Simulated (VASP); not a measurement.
# InSb (I-4m2) in VASP: further runs

Runs on InSb. Level: r2SCAN. Tasks: single point.

Program: VASP 6.6.1. These are calculated values, not measurements. Logs are shortened: lines on timing, memory, paths and dates and some standing lists are left out, and cuts for length are marked.

## (1) The cell of the first run

The structure is tetragonal, space group I-4m2 (No. 119). Conventional cell: a = 4.581 Å, b = 4.581 Å, c = 5.992 Å, α = 90.00°, β = 90.00°, γ = 90.00°. In (site symmetry -4m2) has 4 Sb at 2.74 Å within 3.6 Å. Within 3.6 Å of Sb (site symmetry -4m2) lie 4 In at 2.74 Å.

## (2) Single point, r2SCAN (strain -0.0750 x Voigt [1, 0, 0, 0, 0, 0])

File POSCAR:

```
InSb
1.0
    0.0000000000      3.2391000000      3.2391000000
    2.9961675000      0.0000000000      3.2391000000
    2.9961675000      3.2391000000      0.0000000000
In Sb
1 1
Direct
    0.0000000000      0.0000000000      0.0000000000
    0.7500000000      0.7500000000      0.7500000000
```

File INCAR.step1:

```
ALGO = Normal ; EDIFF = 1E-4
ENCUT = 520 ; GGA = PE
ISMEAR = 0 ; LASPH = T
LCHARG = F ; LREAL = F
LWAVE = T ; NBANDS = 16
NELM = 100 ; PREC = Accurate
SIGMA = 0.03
```

File INCAR.step2:

```
ALGO = Normal ; EDIFF = 1E-6
ENCUT = 520 ; ISIF = 2
ISMEAR = 0 ; ISTART = 1
LASPH = T ; LCHARG = T
LELF = T ; LMIXTAU = T
LREAL = F ; LVHAR = T
LWAVE = F ; METAGGA = R2SCAN
NBANDS = 16 ; NELM = 100
PREC = Accurate ; SIGMA = 0.03
```

File KPOINTS:

```
k-points
0
Gamma
  10 10 10
```

Potentials or basis: VASP PAW PBE potentials, release 64 (In_d, Sb).

Started as:

```bash
> cat potpaw_PBE.64/In_d/POTCAR potpaw_PBE.64/Sb/POTCAR > POTCAR
> cp INCAR.step1 INCAR
> mpirun -np 1 vasp_std > vasp.out
> cp INCAR.step2 INCAR
> mpirun -np 1 vasp_std > vasp.out
```

OUTCAR:

```text
EDIFF = 1E-6
   ENCUT = 520
   ISIF = 2
   ISMEAR = 0
   ISTART = 1
   LASPH = T
   LREAL = F
   METAGGA = R2SCAN
   NELM = 100
   PREC = Accurate

 ion  position               nearest neighbor table
   1  0.000  0.000  0.000-   2 2.74   2 2.74   2 2.74   2 2.74
   2  0.750  0.750  0.750-   1 2.74   1 2.74   1 2.74   1 2.74

  LATTYP: Found a body centered tetragonal cell.
 ALAT       =     4.5807791499
 C/A-ratio  =     1.3081475452

  Lattice vectors:

 A1 = (  -2.9961675000,   0.0000000000,  -3.2391000000)
 A2 = (  -2.9961675000,   0.0000000000,   3.2391000000)
 A3 = (   2.9961675000,   3.2391000000,   0.0000000000)

Analysis of symmetry for initial positions (statically):
=====================================================================
 Subroutine PRICEL returns:
 Original cell was already a primitive cell.

 Routine SETGRP: Setting up the symmetry group for a
 body centered tetragonal supercell.

 Subroutine GETGRP returns: Found  8 space group operations
 (whereof  8 operations were pure point group operations)
 out of a pool of 16 trial point group operations.

The static configuration has the point symmetry D_2d.

Analysis of symmetry for dynamics (positions and initial velocities):
=====================================================================
 Subroutine PRICEL returns:
 Original cell was already a primitive cell.

 Routine SETGRP: Setting up the symmetry group for a
 body centered tetragonal supercell.

 Subroutine GETGRP returns: Found  8 space group operations
 (whereof  8 operations were pure point group operations)
 out of a pool of 16 trial point group operations.

The dynamic configuration has the point symmetry D_2d.

 Subroutine INISYM returns: Found  8 space group operations
 (whereof  8 operations are pure point group operations),
 and found     1 'primitive' translations

----------------------------------------------------------------------------------------

                                     Primitive cell

  volume of cell :      62.8702

  direct lattice vectors                    reciprocal lattice vectors
     0.000000000  3.239100000  3.239100000    -0.166879856  0.154363867  0.154363867
     2.996167500  0.000000000  3.239100000     0.166879856 -0.154363867  0.154363867
     2.996167500  3.239100000  0.000000000     0.166879856  0.154363867 -0.154363867

  length of vectors
     4.580779150  4.412345011  4.412345011     0.274782264  0.274782264  0.274782264

  position of ions in fractional coordinates (direct lattice)
[... 79 lines left out ...]
   EDIFF  = 0.1E-05   stopping-criterion for ELM
   LREAL  =      F    real-space projection
   EDIFFG = 0.1E-04   stopping-criterion for IOM
   NSW    =      0    number of steps for IOM
   IBRION =     -1    ionic relax: 0-MD 1-quasi-New 2-CG
   NFREE  =      0    steps in history (QN), initial steepest desc. (CG)
   ISIF   =      2    stress and relaxation
   ISYM   =      2    0-nonsym 1-usesym 2-fastsym
   POTIM  = 0.5000    time-step for ionic-motion
   TEBEG  =    0.0;   TEEND  =   0.0 temperature during run
   PSTRESS=    0.0 pullay stress
   NELECT =      18.0000    total number of electrons
   NUPDOWN=      -1.0000    fix difference up-down
   EMIN   =  10.00;   EMAX   =-10.00  energy-range for DOS
   EFERMI =   0.00;   METHOD = LEGACY
   ISMEAR =     0;   SIGMA  =   0.03  broadening in eV -4-tet -1-fermi 0-gaus
   EFERMI_NEDOS =   21; number of points for ismear=-14 and -15
   IALGO  =     38    algorithm
   IMIX   =      4    mixing-type and parameters
     AMIX     =   0.40;   BMIX     =  1.00
     AMIX_MAG =   1.60;   BMIX_MAG =  1.00
  volume/ion in A,a.u.               =      31.44       212.13
  Fermi-wavevector in a.u.,A,eV,Ry     =   1.078990  2.038995 15.840165  1.164219
  Thomas-Fermi vector in A             =   2.214943
   LORBIT       =      0    0 simple, 1 ext, 2 COOP (PROOUT), +10 PAW based schemes
   METAGGA = R2SCAN    functional components
   LHFCALC =     F    Hartree Fock is set to
   AEXX    =    0.0000 exact exchange contribution
   IVDW    =     0    specifies the selected vdW correction
   LEPSILON=     F    determine dielectric tensor
   LRPA    =     F    only Hartree local field effects (RPA)
 non-spin polarized calculation
 Gauss-broadening in eV      SIGMA  =   0.03
  energy-cutoff  :      520.00
  volume of cell :       62.87
 maximum number of plane-waves:      1706
 NGX is ok and might be reduce to    36
   NGX = 17   NGY = 17   NGZ = 17

 number of electron      18.0000004 magnetization

 Free energy of the ion-electron system (eV)
  ---------------------------------------------------
  ext. energy  EPLUGINS =         0.00000000
  ---------------------------------------------------
  free energy    TOTEN  =       -48.60865666 eV

  energy without entropy =      -48.60865666  energy(sigma->0) =      -48.60865666

 E-fermi :   6.1960     XC(G=0):  -9.6060

 val. band max:        6.0509238171   @ k =   0.0000   0.0000   0.0000
 cond. band min:       6.5009028212   @ k =   0.0000   0.0000   0.0000
 fundamental gap:      0.4499790041
 Fermi energy:         6.1959803664

 k-point     1 :       0.0000    0.0000    0.0000
  band No.  band energies     occupation
      1      -9.4911      2.00000
      2      -9.4911      2.00000
      3      -9.4768      2.00000
      4      -9.3654      2.00000
      5      -9.3556      2.00000
      6      -5.8574      2.00000
[... 433 lines left out ...]
      3      -9.4319      2.00000
      4      -9.3767      2.00000
      5      -9.3529      2.00000
      6      -4.2782      2.00000
[... 8 lines left out ...]
     15      15.9383      0.00000
     16      16.8734      0.00000

 [... further k-points ...]

------------------------ aborting loop because EDIFF is reached ----------------------------------------

  FORCE on cell =-STRESS in cart. coord.  units (eV):
  Direction    XX          YY          ZZ          XY          YZ          ZX
  --------------------------------------------------------------------------------------
  -------------------------------------------------------------------------------------
  Total        2.9568826      2.2656023      2.2656023      0.0000000      0.0000000     -0.0000000
  in kB       75.3528832     57.7363682     57.7363682      0.0000000      0.0000000     -0.0000000
  external PRESSURE =      63.6085399 kB  Pullay stress =       0.0000000 kB

 VOLUME and BASIS-vectors are now :
 -----------------------------------------------------------------------------
  energy-cutoff  :      520.00
  volume of cell :       62.87
      direct lattice vectors                 reciprocal lattice vectors
     0.000000000  3.239100000  3.239100000    -0.166879856  0.154363867  0.154363867
     2.996167500  0.000000000  3.239100000     0.166879856 -0.154363867  0.154363867
     2.996167500  3.239100000  0.000000000     0.166879856  0.154363867 -0.154363867

 POSITION                                       TOTAL-FORCE (eV/Angst)
 -----------------------------------------------------------------------------------
      0.00000      0.00000      0.00000        -0.000000      0.000000      0.000000
      4.49425      4.85865      4.85865         0.000000     -0.000000     -0.000000
 -----------------------------------------------------------------------------------
    total drift:                                0.000006      0.000001      0.000001

  FREE ENERGIE OF THE ION-ELECTRON SYSTEM (eV)
  ---------------------------------------------------
  free  energy   TOTEN  =       -48.6086566615 eV

  energy  without entropy=      -48.6086566615  energy(sigma->0) =      -48.60865666
```

OUTCAR.step1:

```text
EDIFF = 1E-4
   ENCUT = 520
   GGA = PE
   ISMEAR = 0
   LASPH = T
[... 678 lines left out ...]
 -----------------------------------------------------------------------------------
      0.00000      0.00000      0.00000         0.000000      0.000000      0.000000
      4.49425      4.85865      4.85865        -0.000000     -0.000000     -0.000000
 -----------------------------------------------------------------------------------
    total drift:                                0.000000     -0.000000     -0.000000

  FREE ENERGIE OF THE ION-ELECTRON SYSTEM (eV)
  ---------------------------------------------------
  free  energy   TOTEN  =        -6.7192175871 eV

  energy  without entropy=       -6.7191837836  energy(sigma->0) =       -6.71920069
```

OSZICAR.step1:

```text
N       E                     dE             d eps       ncg     rms          rms(c)
DAV:   1     0.114023155553E+03    0.11402E+03   -0.79280E+03  3272   0.114E+03
DAV:   2     0.126623997166E+00   -0.11390E+03   -0.11027E+03  3680   0.285E+02
DAV:   3    -0.665223968133E+01   -0.67789E+01   -0.67562E+01  4184   0.714E+01
DAV:   4    -0.683920841327E+01   -0.18697E+00   -0.18693E+00  4200   0.135E+01
DAV:   5    -0.684895338558E+01   -0.97450E-02   -0.97448E-02  4832   0.251E+00    0.473E+00
DAV:   6    -0.673714578034E+01    0.11181E+00   -0.15851E-01  4712   0.648E+00    0.273E+00
DAV:   7    -0.671790642507E+01    0.19239E-01   -0.81474E-02  4440   0.282E+00    0.679E-01
DAV:   8    -0.671858533676E+01   -0.67891E-03   -0.87631E-03  4400   0.113E+00    0.324E-01
DAV:   9    -0.671919128837E+01   -0.60595E-03   -0.10103E-03  4128   0.277E-01    0.809E-02
DAV:  10    -0.671921758710E+01   -0.26299E-04   -0.36790E-05  3280   0.457E-02
   1 F= -.67192176E+01 E0= -.67192007E+01  d E =-.338035E-04
```

It took 6.4 min on 1 thread of Intel Xeon Platinum 8259CL at 2.50GHz (Skylake/Cascade Lake), shared host; peak memory 0.28 GiB.

Results:

```
Free energy            : -48.6087 eV
Pressure               : 6.4 GPa
Band gap on the k mesh : 0.45 eV, direct
```

Caveat: the cell differs from its parent crystal (strain -0.0750 x Voigt [1, 0, 0, 0, 0, 0]); the PAW data sets were made with another functional, which shifts forces and pressure a little; spin-orbit coupling is left out, which moves the levels of the heavy elements.

## (3) Single point, r2SCAN (strain -0.0500 x Voigt [1, 0, 0, 0, 0, 0])

File POSCAR:

```
InSb
1.0
    0.0000000000      3.2391000000      3.2391000000
    3.0771450000      0.0000000000      3.2391000000
    3.0771450000      3.2391000000      0.0000000000
In Sb
1 1
Direct
    0.0000000000      0.0000000000      0.0000000000
    0.7500000000      0.7500000000      0.7500000000
```

File INCAR.step1:

```
SYSTEM = InSb
ALGO = Normal
EDIFF = 1E-4
ENCUT = 520
GGA = PE
ISMEAR = 0
LASPH = .TRUE.
LCHARG = .FALSE.
LREAL = .FALSE.
LWAVE = .TRUE.
NBANDS = 16
NELM = 100
PREC = Accurate
SIGMA = 0.03
```

File INCAR.step2:

```
SYSTEM = InSb
ALGO = Normal
EDIFF = 1E-7
ENCUT = 520
ISIF = 2
ISMEAR = 0
ISTART = 1
LASPH = .TRUE.
LCHARG = .FALSE.
LMIXTAU = .TRUE.
LREAL = .FALSE.
LWAVE = .FALSE.
METAGGA = R2SCAN
NBANDS = 16
NELM = 100
PREC = Accurate
SIGMA = 0.03
```

File KPOINTS:

```
k-points
0
G
  10 10 10
  0 0 0
```

Potentials or basis: VASP PAW PBE potentials, release 64 (In_d, Sb).

Started as:

```bash
> cat potpaw_PBE.64/In_d/POTCAR potpaw_PBE.64/Sb/POTCAR > POTCAR
> cp INCAR.step1 INCAR
> mpirun -np 1 vasp_std > vasp.out
> cp INCAR.step2 INCAR
> mpirun -np 1 vasp_std > vasp.out
```

Run time: 8.3 min. Hardware: 1 thread of Intel Xeon Platinum 8259CL at 2.50GHz (Skylake/Cascade Lake), shared host; peak memory 0.29 GiB.

Results (log left out):

```yaml
Free_energy: -48.6782 eV
Pressure: 4.6 GPa
Band_gap_on_the_k_mesh: 0.38 eV, direct
```

Stress tensor (GPa, compression positive):
```
5.50 0.00 0.00
0.00 4.19 0.00
0.00 0.00 4.19
```

Levels at points of the mesh, in eV from the valence-band top:
```tsv
k point	band 6	band 7	band 8	band 9	band 10	band 11	band 12	band 13
(0.00, 0.00, 0.00)	-11.64	-0.26	-0.26	0.00	0.38	2.96	3.09	3.09
(0.50, 0.00, 0.00)	-10.05	-6.21	-1.48	-1.13	0.74	3.79	4.12	6.31
(0.50, 0.50, 0.00)	-9.39	-6.56	-2.63	-2.59	1.41	1.50	8.67	8.83
(0.00, 0.50, 0.50)	-9.22	-6.30	-2.90	-2.90	1.07	1.12	8.89	8.89
```

Caveat: the cell differs from its parent crystal (strain -0.0500 x Voigt [1, 0, 0, 0, 0, 0]); the PAW data sets were made with another functional, which shifts forces and pressure a little; spin-orbit coupling is left out, which moves the levels of the heavy elements. A k mesh can miss the band edges.

## (4) Single point, r2SCAN (strain +0.0750 x Voigt [1, 0, 0, 0, 0, 0])

File POSCAR:

```
InSb
1.0
    0.0000000000      3.2391000000      3.2391000000
    3.4820325000      0.0000000000      3.2391000000
    3.4820325000      3.2391000000      0.0000000000
In Sb
1 1
Direct
    0.0000000000      0.0000000000      0.0000000000
    0.7500000000      0.7500000000      0.7500000000
```

File INCAR.step1:

```
SYSTEM = InSb
  ALGO = Normal
  EDIFF = 1E-4
  ENCUT = 520
  GGA = PE
  ISMEAR = 0
  LASPH = .True.
  LCHARG = .False.
  LREAL = .False.
  LWAVE = .True.
  NBANDS = 16
  NELM = 100
  PREC = Accurate
  SIGMA = 0.03
```

File INCAR.step2:

```
SYSTEM = InSb
  ALGO = Normal
  EDIFF = 1E-6
  ENCUT = 520
  ISIF = 2
  ISMEAR = 0
  ISTART = 1
  LASPH = .True.
  LCHARG = .False.
  LMIXTAU = .True.
  LREAL = .False.
  LWAVE = .False.
  METAGGA = R2SCAN
  NBANDS = 16
  NELM = 100
  PREC = Accurate
  SIGMA = 0.03
```

File KPOINTS:

```
k-points
0
Gamma
  10 10 10
  0 0 0
```

Started as:

```bash
> cat potpaw_PBE.64/In_d/POTCAR potpaw_PBE.64/Sb/POTCAR > POTCAR
> cp INCAR.step1 INCAR
> mpirun -np 1 vasp_std > vasp.out
> cp INCAR.step2 INCAR
> mpirun -np 1 vasp_std > vasp.out
```

Wall time 7.4 min (1 thread of Intel Xeon Platinum 8259CL at 2.50GHz (Skylake/Cascade Lake), shared host); peak memory 0.3 GiB.

It converged, with:

- Free energy: -48.7301 eV
- Pressure: -1.5 GPa
- Band gap on the k mesh: zero (filled and empty bands touch)

Stress tensor (GPa, compression positive):
```
-3.14  0.00  0.00
 0.00 -0.67  0.00
 0.00  0.00 -0.67
```

Levels at points of the mesh, in eV from the Fermi level:
```csv
k point,band 7,band 8,band 9,band 10,band 11,band 12
"(0.00, 0.00, 0.00)",-0.39,-0.36,0.00,0.00,3.06,3.06
"(0.50, 0.00, 0.00)",-5.56,-1.30,-0.82,0.51,3.87,4.13
"(0.50, 0.50, 0.00)",-5.77,-2.37,-2.33,1.27,1.45,7.87
"(0.00, 0.50, 0.50)",-6.09,-1.99,-1.99,1.81,1.82,8.11
```

Caveat: the cell differs from its parent crystal (strain +0.0750 x Voigt [1, 0, 0, 0, 0, 0]); the PAW data sets were made with another functional, which shifts forces and pressure a little; spin-orbit coupling is left out, which moves the levels of the heavy elements.

## (5) Single point, r2SCAN (strain +0.0875 x Voigt [1, 0, 0, 0, 0, 0])

File POSCAR:

```
InSb
1.0
    0.0000000000      3.2391000000      3.2391000000
    3.5225212500      0.0000000000      3.2391000000
    3.5225212500      3.2391000000      0.0000000000
In Sb
1 1
Direct
    0.0000000000      0.0000000000      0.0000000000
    0.7500000000      0.7500000000      0.7500000000
```

File INCAR.step1:

```
  PREC = Accurate
  ENCUT = 520
  ISMEAR = 0
  SIGMA = 0.03
  LREAL = False
  LASPH = True
  NELM = 100
  NBANDS = 16
  GGA = PE
  ALGO = Normal
  EDIFF = 1E-4
  LWAVE = True
  LCHARG = False
```

File INCAR.step2:

```
  PREC = Accurate
  ENCUT = 520
  EDIFF = 1E-6
  ISMEAR = 0
  SIGMA = 0.03
  LREAL = False
  LASPH = True
  NELM = 100
  ALGO = Normal
  ISIF = 2
  LWAVE = False
  LCHARG = False
  METAGGA = R2SCAN
  LMIXTAU = True
  NBANDS = 16
  ISTART = 1
```

File KPOINTS:

```
Automatic mesh
0
Gamma
  10 10 10
```

Started as:

```bash
> cat potpaw_PBE.64/In_d/POTCAR potpaw_PBE.64/Sb/POTCAR > POTCAR
> cp INCAR.step1 INCAR
> mpirun -np 1 vasp_std > vasp.out
> cp INCAR.step2 INCAR
> mpirun -np 1 vasp_std > vasp.out
```

Wall time 6.2 min (1 thread of Intel Xeon Platinum 8259CL at 2.50GHz (Skylake/Cascade Lake), shared host); peak memory 0.31 GiB.

Results (log left out):

```
Free energy            : -48.7117 eV
Pressure               : -1.9 GPa
Band gap on the k mesh : zero (filled and empty bands touch)
```

Stress tensor (GPa, compression positive):
```
-3.85  0.00  0.00
 0.00 -0.95  0.00
 0.00  0.00 -0.95
```

Levels at points of the mesh, in eV from the Fermi level:
```tsv
k point	band 6	band 7	band 8	band 9	band 10	band 11	band 12	band 13
(0.00, 0.00, 0.00)	-10.74	-0.46	-0.46	0.00	0.00	3.04	3.04	3.25
(0.50, 0.00, 0.00)	-9.50	-5.53	-1.34	-0.79	0.45	3.84	4.13	6.38
(0.50, 0.50, 0.00)	-8.88	-5.73	-2.37	-2.33	1.23	1.43	7.70	7.93
(0.00, 0.50, 0.50)	-9.10	-6.09	-1.94	-1.94	1.85	1.85	8.00	8.00
```

Caveat: the cell differs from its parent crystal (strain +0.0875 x Voigt [1, 0, 0, 0, 0, 0]); the PAW data sets were made with another functional, which shifts forces and pressure a little; spin-orbit coupling is left out, which moves the levels of the heavy elements.

## (6) The runs side by side

| cell | gap on the mesh (eV) | pressure (GPa) |
| --- | --- | --- |
| a = 4.581, b = 4.412, c = 4.412 Å, angles 62.5, 58.7, 58.7°, 2 atoms | 0.45 | 6.4 |
| a = 4.581, b = 4.468, c = 4.468 Å, angles 61.7, 59.2, 59.2°, 2 atoms | 0.38 | 4.6 |
| a = 4.581, b = 4.756, c = 4.756 Å, angles 57.6, 61.2, 61.2°, 2 atoms | none | -1.5 |
| a = 4.581, b = 4.785, c = 4.785 Å, angles 57.2, 61.4, 61.4°, 2 atoms | none | -1.9 |

Alike in all rows: task single point; level r2SCAN; potentials or basis VASP PAW PBE potentials, release 64 (In_d, Sb); no spin polarisation; k mesh 10 × 10 × 10; cutoff (eV) 520; smearing gaussian 0.03 eV.

Caveats: the PAW data sets were made with another functional, which shifts forces and pressure a little; spin-orbit coupling is left out, which moves the levels of the heavy elements.

Total energies depend on the potentials used, so only differences within one code and one set of settings carry meaning.
